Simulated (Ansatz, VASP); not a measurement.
# KF in VASP and in Ansatz

The input INCAR:

```
  PREC = Accurate
  ENCUT = 520
  EDIFF = 1E-7
  ISMEAR = 0
  SIGMA = 0.05
  LREAL = F
  LASPH = T
  NELM = 60
  ALGO = Normal
  ISIF = 2
  LWAVE = F
  LCHARG = T
  LELF = T
  LVHAR = T
  NBANDS = 15
```

The input KPOINTS:

```
regular mesh
0
Gamma
  8 8 8
```

Contents of POSCAR:

```
KF
1.0
    0.0000000000      2.5817196783      2.3880907024
    2.5817196783      0.0000000000      2.3880907024
    2.5817196783      2.5817196783      0.0000000000
K F
1 1
Direct
    0.0000000000      0.0000000000      0.0000000000
    0.5000000000      0.5000000000      0.5000000000
```

Input for Ansatz:

```yaml
crystal:
  lattice:
    - [0.0, 2.5817196783, 2.3880907024]
    - [2.5817196783, 0.0, 2.3880907024]
    - [2.5817196783, 2.5817196783, 0.0]
  atoms:
    - { symbol: K, position: [0.0, 0.0, 0.0] }
    - { symbol: F, position: [0.5, 0.5, 0.5] }
basis:
  ecutwfc: 520.0
kpoints:
  mp_grid: { grid: [8, 8, 8] }
hamiltonian:
  xc: lda
scf:
  occupations: { method: gaussian, width: 0.05 }
output:
  forces: true
  stress: true
  eigenvalues: true
```

Change from the starting cell: normal strain along x +0.0000, normal strain along z -0.0750.

Alike in both runs: task single point; functional LDA; k mesh 8 × 8 × 8; occupations gaussian, width 0.05 eV; no spin polarisation.

```csv
,VASP,Ansatz
version,VASP 6.6.1,Ansatz 0.2.0
potentials or method,"VASP PAW LDA potentials, release 64 (K_sv, F), cutoff 520 eV","scalar-relativistic, plane waves, PAW"
valence electrons in the cell,16,16
```

|  | VASP | Ansatz | Ansatz less VASP |
| --- | --- | --- | --- |
| gap on the k mesh at the Fermi level (eV) | 6.50 | 6.52 | +0.023 |
| least direct gap on the mesh (eV) | 6.54 | 6.56 | +0.025 |
| pressure (GPa) | 5.5 | 5.1 | -0.45 |
| traceless stress, the component that is largest in VASP (GPa) | 7.49 | 7.13 | -0.357 |

LDA's correlation is that of Perdew and Zunger in VASP and of Perdew and Wang (1992) in Ansatz.
